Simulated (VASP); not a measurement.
Bi: single point with PBEsol

Bi:

```xyz
1
Lattice="3.1125 0.0000 0.0000 0.0000 3.1125 0.0000 0.0000 0.0000 3.1125" Properties=species:S:1:pos:R:3 pbc="T T T"
Bi    0.0000    0.0000    0.0000
```

This cell differs from its parent crystal: volume scaled by 0.9.

```yaml
Program: VASP 6.6.1
Task: single point
Functional: PBEsol
Potentials_or_basis: VASP PAW PBE potentials, release 64 (Bi_d)
Cutoff: 520 eV
k_mesh: 12 × 12 × 12
Occupations: fermi-dirac, width 0.05 eV
Spin: no spin polarisation
Dipole_correction: no
Further_INCAR_settings: ALGO = Normal; EDIFF = 1e-06; NBANDS = 14
```

- Pressure: 7.1 GPa

Levels at points of the mesh, in eV from the Fermi level:
| k point | band 5 | band 6 | band 7 | band 8 | band 9 | band 10 | band 11 | band 12 |
| --- | --- | --- | --- | --- | --- | --- | --- | --- |
| (0.00, 0.00, 0.00) | -22.73 | -14.17 | 3.37 | 3.37 | 3.37 | 6.87 | 8.14 | 8.14 |
| (0.50, 0.00, 0.00) | -22.72 | -11.78 | -5.93 | 5.68 | 5.68 | 9.83 | 10.23 | 10.96 |
| (0.50, 0.50, 0.00) | -22.56 | -9.41 | -3.75 | -3.75 | 2.28 | 8.21 | 12.11 | 12.11 |
| (0.50, 0.50, 0.50) | -22.55 | -6.96 | -1.68 | -1.68 | -1.68 | 5.27 | 5.27 | 5.27 |

Wall time 7.8 s on 1 thread of Intel(R) Xeon(R) 6975P-C (Granite Rapids), on a shared host, peak memory 0.15 GiB.

Caveat: the PAW data sets were made with another functional, which shifts forces and pressure a little; spin-orbit coupling is left out, which moves the levels of the heavy elements.
